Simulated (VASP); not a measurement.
## Zn: relaxation of cell and atoms with LDA

Zn:

```
Zn
1.0
     2.58075    0.00000    0.00000
    -1.29037    2.23499    0.00000
     0.00000    0.00000    4.18081
Zn
2
Cartesian
  0.0000 1.4900 1.0452
  1.2904 0.7450 3.1356
```

```yaml
Program: VASP 6.6.1
Task: relaxation of cell and atoms
Functional: LDA
Potentials_or_basis: VASP PAW LDA potentials, release 64 (Zn)
Cutoff: 600 eV
k_mesh: 17 × 17 × 9
Occupations: fermi-dirac, width 0.1 eV
Spin: no spin polarisation
Target_pressure: 15 GPa
Dipole_correction: no
Further_INCAR_settings: ALGO = Normal; EDIFF = 1e-06; IBRION = 2; EDIFFG = -0.005; NSW = 60; ISIF = 3
```

```yaml
Relaxed_volume: 12.08 Å³/atom
Relaxed_cell: a = 2.534 Å, b = 2.534 Å, c = 4.343 Å, α = 90.00°, β = 90.00°, γ = 120.00°
Space_group_after_relaxing_to_0.05_Å: P6_3/mmc (No. 194)
Energy_change_on_relaxing_the_enthalpy_is_what_falls: -8.9 meV/atom
Ionic_steps: 12
Pressure_after_relaxing: 15.0 GPa
Band_gap_on_the_k_mesh: zero (band 12 reaches 6.48 eV, above the bottom of band 13 at 3.00 eV)
```

Step by step:
```csv
step,energy change (eV),largest force (eV/Å),pressure (GPa),volume (Å³)
1,0.0000,0.0000,14.92,24.11
2,-0.0010,0.0000,15.06,24.09
3,-0.0031,0.0000,15.72,24.02
4,0.0272,0.0000,18.55,23.84
5,-0.0010,0.0000,16.12,23.98
6,-0.0362,0.0000,13.58,24.36
7,-0.0177,0.0000,15.04,24.16
8,-0.0171,0.0000,15.06,24.15
9,-0.0168,0.0000,15.15,24.15
10,-0.0184,0.0000,14.76,24.16
11,-0.0176,0.0000,15.12,24.15
12,-0.0178,0.0000,15.03,24.16
```

Final structure:
```
CELL_PARAMETERS angstrom
2.53425 0.00000 0.00000
-1.26713 2.19473 0.00000
0.00000 0.00000 4.34312
ATOMIC_POSITIONS crystal
Zn 0.33333 0.66667 0.25000
Zn 0.66667 0.33333 0.75000
```

Levels at points of the mesh, in eV from the Fermi level:
```csv
k point,band 9,band 10,band 11,band 12,band 13,band 14,band 15,band 16
"(0.00, 0.00, 0.00)",-8.21,-7.76,-7.76,-4.56,-1.95,18.47,18.47,18.87
```

Run time: 2.6 min on 1 thread of Intel(R) Xeon(R) Platinum 8559C (Emerald Rapids), on a shared host, peak memory 0.19 GiB.

Caveat: the cell is relaxed towards a set pressure, so the enthalpy falls and the energy may rise.
